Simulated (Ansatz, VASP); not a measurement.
# VH in VASP and in Ansatz

File INCAR:

```
  ALGO = Normal
  EDIFF = 1E-6
  ENCUT = 520
  GGA = PS
  ISIF = 2
  ISMEAR = 0
  LASPH = True
  LCHARG = True
  LELF = True
  LREAL = False
  LVHAR = True
  LWAVE = False
  NBANDS = 14
  NELM = 60
  PREC = Accurate
  SIGMA = 0.15
```

KPOINTS

```
k-points
0
Gamma
  20 20 20
```

Contents of POSCAR:

```
VH
1.0
    0.0000000000      1.9637535800      2.0619412590
    1.9637535800      0.0000000000      2.0619412590
    1.9637535800      1.9637535800      0.0000000000
V H
1 1
Direct
    0.0000000000      0.0000000000      0.0000000000
    0.5000000000      0.5000000000      0.5000000000
```

Input for Ansatz:

```yaml
crystal:
  lattice:
    - [0.0, 1.96375358, 2.061941259]
    - [1.96375358, 0.0, 2.061941259]
    - [1.96375358, 1.96375358, 0.0]
  atoms:
    - { symbol: V, position: [0.0, 0.0, 0.0] }
    - { symbol: H, position: [0.5, 0.5, 0.5] }
basis:
  ecutwfc: 420
kpoints:
  mp_grid: { grid: [20, 20, 20] }
hamiltonian:
  xc: pbesol
scf:
  occupations: { method: gaussian, width: 0.15 }
output:
  forces: true
  stress: true
  eigenvalues: true
```

Change from the starting cell: strain +0.000 along x and y, +0.050 along z, atoms carried along.

Alike in both runs: task single point; functional PBEsol; k mesh 20 × 20 × 20; occupations gaussian, width 0.15 eV; no spin polarisation.

|  | VASP | Ansatz |
| --- | --- | --- |
| version | VASP 6.6.1 | Ansatz 0.2.0 |
| potentials or method | VASP PAW PBE potentials, release 64 (V_sv, H), cutoff 520 eV | scalar-relativistic, plane waves, PAW |
| valence electrons in the cell | 14 | 14 |

```tsv
	VASP	Ansatz	Ansatz less VASP
gap on the k mesh at the Fermi level (eV)	none	none	-
pressure (GPa)	-12.6	-12.7	-0.14
traceless stress, the component that is largest in VASP (GPa)	0.45	0.48	+0.032
```

VASP's potentials were made for PBE, not for PBEsol. A gap of «none» marks a metal or a gap that the smearing closes.
